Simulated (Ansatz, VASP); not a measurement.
# One calculation of AlNi, two programs

Contents of INCAR:

```
PREC     = Accurate       # precision mode
ENCUT    = 520            # plane-wave cutoff, eV
EDIFF    = 1E-6           # SCF threshold, eV
ISMEAR   = 0              # smearing method
SIGMA    = 0.15           # smearing width, eV
LREAL    = False          # projectors in reciprocal space
LASPH    = True           # aspherical terms in the spheres
NELM     = 60             # most SCF steps
ALGO     = Fast           # electronic algorithm
ISIF     = 2              # what is computed and relaxed
LWAVE    = False          # write WAVECAR
LCHARG   = False          # write CHGCAR
GGA      = PE             # functional
NBANDS   = 14             # bands
```

Contents of KPOINTS:

```
Automatic mesh
0
Gamma
  16 16 16
```

Contents of POSCAR:

```
AlNi
1.0
    2.0085534309     -2.0085201929      0.0000000000
    2.0085534309      2.0085201929      0.0000000000
    0.0000000000      0.0000000000      2.8231000000
Al Ni
1 1
Direct
    0.0000000000      0.0000000000      0.0000000000
    0.5000000000      0.5000000000      0.5000000000
```

Input for Ansatz:

```yaml
crystal:
  lattice:
    - [2.0085534309, -2.0085201929, 0.0]
    - [2.0085534309, 2.0085201929, 0.0]
    - [0.0, 0.0, 2.8231]
  atoms:
    - { symbol: Al, position: [0.0, 0.0, 0.0] }
    - { symbol: Ni, position: [0.5, 0.5, 0.5] }
basis:
  ecutwfc: 520.0
kpoints:
  mp_grid: { grid: [16, 16, 16] }
hamiltonian:
  xc: pbe
  pseudopotentials: { kind: paw, azcp: { folder: soft_1 } }
scf:
  occupations: { method: gaussian, width: 0.15 }
output:
  forces: true
  stress: true
  eigenvalues: true
```

Alike in both runs: task single point; functional PBE; k mesh 16 × 16 × 16; occupations gaussian, width 0.15 eV; no spin polarisation.

```csv
,VASP,Ansatz
version,VASP 6.6.1,Ansatz 0.2.0
potentials or method,"VASP PAW PBE potentials, release 64 (Al, Ni), cutoff 520 eV","scalar-relativistic, plane waves, PAW"
valence electrons in the cell,13,21
```

Ansatz gave:

- gap on the k mesh at the Fermi level (eV): none
- pressure (GPa): 11.0
- traceless stress, the component that is largest in VASP (GPa): 0.43

Question: Which values does VASP return?

Answer: gap on the k mesh at the Fermi level (eV): none; pressure (GPa): 10.9; traceless stress, the component that is largest in VASP (GPa): 0.44.

A gap of «none» marks a metal or a gap that the smearing closes. VASP's potentials hold 13 valence electrons a cell and Ansatz's 21, so a difference there can come from the potentials and not from the codes. Ansatz's warnings: near symmetry operations not taken.
